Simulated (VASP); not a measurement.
Write the native input for VASP 6.6.1 that does the following.

- Task: single point
- Functional: PBE
- Potentials or basis: VASP PAW PBE potentials, release 64 (B, N)
- Cutoff: 520 eV
- k mesh: 6 × 6 × 10
- Occupations: gaussian, width 0.05 eV
- Spin: no spin polarisation
- Dipole correction: no
- Further INCAR settings: ALGO = Normal; EDIFF = 1e-06; NBANDS = 26

The structure of BN lies in POSCAR:

```
BN
1.0
    4.5554000000      0.0000000000      0.0000000000
    0.0000000000      4.5554000000      0.0000000000
    0.0000000000      0.0000000000      2.2433000000
B N
4 4
Direct
    0.1742811368      0.8257188632      0.5000000000
    0.3257188632      0.3257188632      0.0000000000
    0.6742811368      0.6742811368      0.0000000000
    0.8257188632      0.1742811368      0.5000000000
    0.8126115048      0.8126115048      0.5000000000
    0.3126115048      0.6873884952      0.0000000000
    0.6873884952      0.3126115048      0.0000000000
    0.1873884952      0.1873884952      0.5000000000
```

The input as run:

INCAR

```
SYSTEM = BN
  PREC = Accurate
  ENCUT = 520
  EDIFF = 1E-6
  ISMEAR = 0
  SIGMA = 0.05
  LREAL = .False.
  LASPH = .True.
  NELM = 100
  ALGO = Normal
  ISIF = 2
  LWAVE = .False.
  LCHARG = .True.
  GGA = PE
  LELF = .True.
  LVHAR = .True.
  NBANDS = 26
```

KPOINTS

```
Automatic mesh
0
Gamma
  6 6 10
  0 0 0
```

Potentials or basis: VASP PAW PBE potentials, release 64 (B, N).

Run with:

```sh
$ cat potpaw_PBE.64/B/POTCAR potpaw_PBE.64/N/POTCAR > POTCAR
$ mpirun -np 1 vasp_std > vasp.out
```

Results of the run:

| Item | Value |
| --- | --- |
| Pressure | 43.4 GPa |
| Largest force | 1.613 eV/Å |
| Band gap on the k mesh | 3.83 eV, indirect (least direct gap 4.88 eV) |

Caveat: forces of over 1 eV/Å act on the atoms, so gaps and moduli don't describe the material at rest.

It took 66 s on 1 thread of Intel Xeon 8259CL (shared host), peak memory 0.19 GiB.
